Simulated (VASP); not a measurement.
# Gd (Fd-3m) in VASP: single point with r2SCAN

Aim: the single point of Gd with r2SCAN.

All numbers are computed with VASP 6.6.1; they aren't measurements. Logs are shortened: lines on timing, memory, paths and dates and some standing lists are left out, and cuts for length are marked.

**1. The cell of the first run**

Symmetry: Fd-3m, No. 227, cubic system. Conventional cell: a = 7.525 Å, b = 7.525 Å, c = 7.525 Å, α = 90.00°, β = 90.00°, γ = 90.00°. Gd (site symmetry -43m) has 4 Gd at 3.26 Å within 4.3 Å.

This isn't the form of Gd at room conditions, which is hcp.

**2. Single point, r2SCAN, collinear spin, ferromagnetic start**

The input, POSCAR:

```
Gd
1.0
    0.0000000000      3.7627488183      3.7627488183
    3.7627488183      0.0000000000      3.7627488183
    3.7627488183      3.7627488183      0.0000000000
Gd
2
Direct
    0.0000000000      0.0000000000      0.0000000000
    0.2500000000      0.2500000000      0.2500000000
```

The input, INCAR.step1:

```
PREC = Accurate
ENCUT = 520
ISMEAR = 1
SIGMA = 0.05
LREAL = F
LASPH = T
NELM = 150
ISPIN = 2
MAGMOM = 7 7
LMAXMIX = 6
NBANDS = 29
GGA = PE
ALGO = Normal
EDIFF = 1E-4
LWAVE = T
LCHARG = F
```

The input, INCAR.step2:

```
PREC = Accurate
ENCUT = 520
EDIFF = 1E-6
ISMEAR = 1
SIGMA = 0.05
LREAL = F
LASPH = T
NELM = 150
ALGO = Normal
ISIF = 2
LWAVE = F
LCHARG = F
ISPIN = 2
MAGMOM = 7 7
LORBIT = 11
LMAXMIX = 6
METAGGA = R2SCAN
LMIXTAU = T
NBANDS = 29
ISTART = 1
```

The input, KPOINTS:

```
Automatic mesh
0
Gamma
  6 6 6
```

Potentials or basis: VASP PAW PBE potentials, release 64 (Gd).

The run is started by

```bash
cat potpaw_PBE.64/Gd/POTCAR > POTCAR
cp INCAR.step1 INCAR
mpirun -np 1 vasp_std > vasp.out
cp INCAR.step2 INCAR
mpirun -np 1 vasp_std > vasp.out
```

OUTCAR:

```text
PREC = Accurate
   ENCUT = 520
   EDIFF = 1E-6
   ISMEAR = 1
   LREAL = F
   LASPH = T
   NELM = 150
   ISIF = 2
   ISPIN = 2
   LORBIT = 11
   METAGGA = R2SCAN
   ISTART = 1

 ion  position               nearest neighbor table
   1  0.000  0.000  0.000-   2 3.26   2 3.26   2 3.26   2 3.26
   2  0.250  0.250  0.250-   1 3.26   1 3.26   1 3.26   1 3.26

  LATTYP: Found a face centered cubic cell.
 ALAT       =     7.5254976366

  Lattice vectors:

 A1 = (   0.0000000000,   3.7627488183,   3.7627488183)
 A2 = (   3.7627488183,   0.0000000000,   3.7627488183)
 A3 = (   3.7627488183,   3.7627488183,   0.0000000000)

Analysis of symmetry for initial positions (statically):
=====================================================================
 Subroutine PRICEL returns:
 Original cell was already a primitive cell.

 Routine SETGRP: Setting up the symmetry group for a
 face centered cubic supercell.

 Subroutine GETGRP returns: Found 48 space group operations
 (whereof 24 operations were pure point group operations)
 out of a pool of 48 trial point group operations.

The static configuration has the point symmetry T_d .
 The point group associated with its full space group is O_h .

Analysis of symmetry for dynamics (positions and initial velocities):
=====================================================================
 Subroutine PRICEL returns:
 Original cell was already a primitive cell.

 Routine SETGRP: Setting up the symmetry group for a
 face centered cubic supercell.

 Subroutine GETGRP returns: Found 48 space group operations
 (whereof 24 operations were pure point group operations)
 out of a pool of 48 trial point group operations.

The dynamic configuration has the point symmetry T_d .
 The point group associated with its full space group is O_h .

Analysis of structural, dynamic, and magnetic symmetry:
=====================================================================
 Subroutine PRICEL returns:
 Original cell was already a primitive cell.

 Routine SETGRP: Setting up the symmetry group for a
 face centered cubic supercell.

 Subroutine GETGRP returns: Found 48 space group operations
 (whereof 24 operations were pure point group operations)
 out of a pool of 48 trial point group operations.

The overall configuration has the point symmetry T_d .
 The point group associated with its full space group is O_h .

 Subroutine INISYM returns: Found 48 space group operations
 (whereof 24 operations are pure point group operations),
 and found     1 'primitive' translations

----------------------------------------------------------------------------------------

                                     Primitive cell

  volume of cell :     106.5481

  direct lattice vectors                    reciprocal lattice vectors
     0.000000000  3.762748818  3.762748818    -0.132881578  0.132881578  0.132881578
     3.762748818  0.000000000  3.762748818     0.132881578 -0.132881578  0.132881578
     3.762748818  3.762748818  0.000000000     0.132881578  0.132881578 -0.132881578

  length of vectors
     5.321330411  5.321330411  5.321330411     0.230157644  0.230157644  0.230157644

  position of ions in fractional coordinates (direct lattice)
     0.000000000  0.000000000  0.000000000
     0.250000000  0.250000000  0.250000000

  ion indices of the primitive-cell ions
   primitive index   ion index
                 1           1
                 2           2

----------------------------------------------------------------------------------------

 KPOINTS: Automatic mesh

Automatic generation of k-mesh.
 Grid dimensions read from file:
 generate k-points for:    6    6    6

 Generating k-lattice:

  Cartesian coordinates                     Fractional coordinates (reciprocal lattice)
    -0.022146930  0.022146930  0.022146930     0.166666667  0.000000000  0.000000000
     0.022146930 -0.022146930  0.022146930     0.000000000  0.166666667  0.000000000
     0.022146930  0.022146930 -0.022146930     0.000000000  0.000000000  0.166666667

  Length of vectors
     0.038359607  0.038359607  0.038359607

  Shift w.r.t. Gamma in fractional coordinates (k-lattice)
     0.000000000  0.000000000  0.000000000

 Subroutine IBZKPT returns following result:
 ===========================================

 Found     16 irreducible k-points:

 Following reciprocal coordinates:
            Coordinates               Weight
  0.000000  0.000000  0.000000      1.000000
  0.166667  0.000000  0.000000      8.000000
  0.333333  0.000000  0.000000      8.000000
  0.500000  0.000000  0.000000      4.000000
  0.166667  0.166667  0.000000      6.000000
  0.333333  0.166667  0.000000     24.000000
[... 8 lines left out ...]
 -0.333333  0.333333  0.166667     24.000000
 -0.333333  0.500000  0.166667     12.000000
   k-points           NKPTS =     16   k-points in BZ     NKDIM =     16   number of bands    NBANDS=     29
   number of dos      NEDOS =    301   number of ions     NIONS =      2
   total plane-waves  NPLWV =  64000
   dimension x,y,z NGX =    40 NGY =   40 NGZ =   40
   dimension x,y,z NGXF=    80 NGYF=   80 NGZF=   80
   ions per type =               2
   NGX,Y,Z   is equivalent  to a cutoff of  12.50, 12.50, 12.50 a.u.
   NGXF,Y,Z  is equivalent  to a cutoff of  24.99, 24.99, 24.99 a.u.
 SYSTEM =  unknown system
   PREC   = accura    normal or accurate (medium, high low for compatibility)
   ISTART =      1    job   : 0-new  1-cont  2-samecut
   ICHARG =      0    charge: 1-file 2-atom 10-const
   ISPIN  =      2    spin polarized calculation?
   LNONCOLLINEAR =      F non collinear calculations
   LSORBIT =      F    spin-orbit coupling
   LASPH  =      T    aspherical Exc in radial PAW
   ENCUT  =  520.0 eV  38.22 Ry    6.18 a.u.   9.89  9.89  9.89*2*pi/ulx,y,z
   NELM   =    150;   NELMIN=  2; NELMDL=  0     # of ELM steps
   EDIFF  = 0.1E-05   stopping-criterion for ELM
   LREAL  =      F    real-space projection
   EDIFFG = 0.1E-04   stopping-criterion for IOM
   NSW    =      0    number of steps for IOM
   IBRION =     -1    ionic relax: 0-MD 1-quasi-New 2-CG
   NFREE  =      0    steps in history (QN), initial steepest desc. (CG)
   ISIF   =      2    stress and relaxation
   ISYM   =      2    0-nonsym 1-usesym 2-fastsym
   POTIM  = 0.5000    time-step for ionic-motion
   TEBEG  =    0.0;   TEEND  =   0.0 temperature during run
   PSTRESS=    0.0 pullay stress
   NELECT =      36.0000    total number of electrons
   NUPDOWN=      -1.0000    fix difference up-down
   EMIN   =  10.00;   EMAX   =-10.00  energy-range for DOS
   EFERMI =   0.00;   METHOD = LEGACY
   ISMEAR =     1;   SIGMA  =   0.05  broadening in eV -4-tet -1-fermi 0-gaus
   EFERMI_NEDOS =   21; number of points for ismear=-14 and -15
   IALGO  =     38    algorithm
   IMIX   =      4    mixing-type and parameters
     AMIX     =   0.40;   BMIX     =  1.00
     AMIX_MAG =   1.60;   BMIX_MAG =  1.00
  volume/ion in A,a.u.               =      53.27       359.51
  Fermi-wavevector in a.u.,A,eV,Ry     =   1.140233  2.154729 17.689374  1.300132
  Thomas-Fermi vector in A             =   2.276936
   LORBIT       =     11    0 simple, 1 ext, 2 COOP (PROOUT), +10 PAW based schemes
   METAGGA = R2SCAN    functional components
   LHFCALC =     F    Hartree Fock is set to
   AEXX    =    0.0000 exact exchange contribution
   IVDW    =     0    specifies the selected vdW correction
   LEPSILON=     F    determine dielectric tensor
   LRPA    =     F    only Hartree local field effects (RPA)
 spin polarized calculation
 Methfessel and Paxton  Order N= 1 SIGMA  =   0.05
  energy-cutoff  :      520.00
  volume of cell :      106.55
 maximum number of plane-waves:      2884
   NGX = 19   NGY = 19   NGZ = 19

 number of electron      36.0000009 magnetization      18.7549372

 Free energy of the ion-electron system (eV)
  ---------------------------------------------------
  ext. energy  EPLUGINS =         0.00000000
  ---------------------------------------------------
  free energy    TOTEN  =       -78.90971271 eV

  energy without entropy =      -78.91076704  energy(sigma->0) =      -78.91006415

 E-fermi :   0.6904     XC(G=0):  -8.1654

 val. band max:        0.6631220275   @ k =   0.5000   0.1667   0.0000
 cond. band min:       0.6947742368   @ k =   0.1667   0.1667   0.0000
 fundamental gap:      0.0316522092
 Fermi energy:         0.6903829635

 spin component 1

 k-point     1 :       0.0000    0.0000    0.0000
  band No.  band energies     occupation
      1     -46.8106      1.00000
      2     -46.6448      1.00000
      3     -23.8057      1.00000
      4     -23.8057      1.00000
      5     -23.8057      1.00000
      6     -23.2854      1.00000
[... 21 lines left out ...]
     28       0.2611      1.00000
     29       2.0534      0.00000

 k-point     2 :       0.1667    0.0000    0.0000
  band No.  band energies     occupation
      1     -46.8025      1.00000
      2     -46.6530      1.00000
      3     -23.8202      1.00000
      4     -23.8202      1.00000
      5     -23.8020      1.00000
      6     -23.2916      1.00000
[... 21 lines left out ...]
     28       0.5950      1.01064
     29       1.4664     -0.00000

 k-point     3 :       0.3333    0.0000    0.0000
  band No.  band energies     occupation
      1     -46.7828      1.00000
      2     -46.6731      1.00000
      3     -23.8470      1.00000
      4     -23.8470      1.00000
      5     -23.7952      1.00000
      6     -23.3034      1.00000
[... 381 lines left out ...]
      4     -23.8930      1.00000
      5     -23.6470      1.00000
      6     -23.4544      1.00000
[... 21 lines left out ...]
     28       0.7760     -0.01804
     29       1.2344     -0.00000

 k-point    16 :      -0.3333    0.5000    0.1667
  band No.  band energies     occupation
      1     -46.7281      1.00000
      2     -46.7281      1.00000
      3     -23.9148      1.00000
      4     -23.9148      1.00000
      5     -23.5519      1.00000
      6     -23.5519      1.00000
[... 21 lines left out ...]
     28       0.7668     -0.02640
     29       1.5543     -0.00000
 Fermi energy:         0.6903829635

 spin component 2

 k-point     1 :       0.0000    0.0000    0.0000
  band No.  band energies     occupation
      1     -42.5308      1.00000
      2     -42.3605      1.00000
      3     -20.4629      1.00000
      4     -20.4629      1.00000
      5     -20.4629      1.00000
      6     -19.9711      1.00000
[... 21 lines left out ...]
     28       3.3575      0.00000
     29       4.7888      0.00000

 k-point     2 :       0.1667    0.0000    0.0000
  band No.  band energies     occupation
      1     -42.5225      1.00000
      2     -42.3690      1.00000
      3     -20.4780      1.00000
      4     -20.4779      1.00000
      5     -20.4618      1.00000
      6     -19.9752      1.00000
[... 21 lines left out ...]
     28       3.6977      0.00000
     29       4.0237      0.00000

 k-point     3 :       0.3333    0.0000    0.0000
  band No.  band energies     occupation
      1     -42.5022      1.00000
      2     -42.3896      1.00000
      3     -20.5055      1.00000
      4     -20.5054      1.00000
      5     -20.4610      1.00000
      6     -19.9820      1.00000
[... 382 lines left out ...]
      5     -20.3152      1.00000
      6     -20.1281      1.00000
[... 21 lines left out ...]
     28       3.9010      0.00000
     29       4.3510      0.00000

 k-point    16 :      -0.3333    0.5000    0.1667
  band No.  band energies     occupation
      1     -42.4461      1.00000
      2     -42.4461      1.00000
      3     -20.5762      1.00000
      4     -20.5761      1.00000
      5     -20.2231      1.00000
      6     -20.2231      1.00000
[... 21 lines left out ...]
     28       3.8157      0.00000
     29       4.3752      0.00000

------------------------ aborting loop because EDIFF is reached ----------------------------------------

  FORCE on cell =-STRESS in cart. coord.  units (eV):
  Direction    XX          YY          ZZ          XY          YZ          ZX
  --------------------------------------------------------------------------------------
  -------------------------------------------------------------------------------------
  Total       -0.0099151     -0.0099151     -0.0099151      0.0000000      0.0000000      0.0000000
  in kB       -0.1490953     -0.1490953     -0.1490953      0.0000000      0.0000000      0.0000000
  external PRESSURE =      -0.1490953 kB  Pullay stress =       0.0000000 kB

 VOLUME and BASIS-vectors are now :
 -----------------------------------------------------------------------------
  energy-cutoff  :      520.00
  volume of cell :      106.55
      direct lattice vectors                 reciprocal lattice vectors
     0.000000000  3.762748818  3.762748818    -0.132881578  0.132881578  0.132881578
     3.762748818  0.000000000  3.762748818     0.132881578 -0.132881578  0.132881578
     3.762748818  3.762748818  0.000000000     0.132881578  0.132881578 -0.132881578

 POSITION                                       TOTAL-FORCE (eV/Angst)
 -----------------------------------------------------------------------------------
      0.00000      0.00000      0.00000         0.000000     -0.000000     -0.000000
      1.88137      1.88137      1.88137        -0.000000      0.000000      0.000000
 -----------------------------------------------------------------------------------
    total drift:                               -0.000000     -0.000000      0.000000

  FREE ENERGIE OF THE ION-ELECTRON SYSTEM (eV)
  ---------------------------------------------------
  free  energy   TOTEN  =       -78.9097127118 eV

  energy  without entropy=      -78.9107670414  energy(sigma->0) =      -78.91006415

 total charge

# of ion       s       p       d       f       tot
--------------------------------------------------
    1        2.083   5.558   0.754   6.913  15.308
    2        2.083   5.558   0.754   6.913  15.308
--------------------------------------------------
tot          4.165  11.115   1.509  13.826  30.615

 magnetization (x)

# of ion       s       p       d       f       tot
--------------------------------------------------
    1        0.065  -0.111   0.741   6.911   7.606
    2        0.065  -0.111   0.741   6.911   7.606
--------------------------------------------------
tot          0.130  -0.223   1.482  13.822  15.212
```

Wall time 14 min (1 thread of AMD EPYC 7R43 (Zen 3), shared host); peak memory 0.32 GiB.

Results:

```yaml
Free_energy: -78.9097 eV
Pressure: 0.0 GPa
Net_moment: 18.75 μB per cell
Site_moments: Gd +7.61 μB
Valence_electrons_inside_the_program's_atomic_spheres: Gd 15.31
```

Caveat: the highest band is partly filled, so the run has too few bands; the PAW data sets were made with another functional, which shifts forces and pressure a little; spin-orbit coupling is left out, which moves the levels of the heavy elements; semilocal functionals describe open f shells poorly, which spoils levels, moments and volumes. The state reached can hang on the start; a lower one may exist.
